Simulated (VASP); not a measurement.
A run of VASP 6.6.1 is set up as follows.

INCAR

```
  PREC = Accurate
  ENCUT = 520
  EDIFF = 1E-7
  ISMEAR = -1
  SIGMA = 0.05
  LREAL = False
  LASPH = True
  NELM = 80
  ALGO = Normal
  ISIF = 2
  LWAVE = False
  LCHARG = False
  GGA = PE
  NBANDS = 16
```

The input KPOINTS:

```
regular mesh
0
Gamma
  6 6 3
```

POSCAR

```
Rb
1.0
    2.5879570603     -4.5318924641      0.0000000000
    2.5879570603      4.5318924641      0.0000000000
    0.0000000000      0.0000000000      8.6136919787
Rb
2
Direct
    0.1602887400      0.8397112600      0.7500000000
    0.8397112600      0.1602887400      0.2500000000
```

Potentials or basis: VASP PAW PBE potentials, release 64 (Rb_sv).

Run with:

```bash
$ cat potpaw_PBE.64/Rb_sv/POTCAR > POTCAR
$ mpirun -np 1 vasp_std > vasp.out
```

**Question.** Predict the pressure.

**Answer.** -0.2 GPa.

**Question.** Predict the band gap on the k mesh.

**Answer.** Zero (band 9 reaches 0.68 eV, above the bottom of band 10 at -1.01 eV).

Stress tensor (GPa, compression positive):
```
-0.20  0.00  0.00
 0.00 -0.17  0.00
 0.00  0.00 -0.27
```
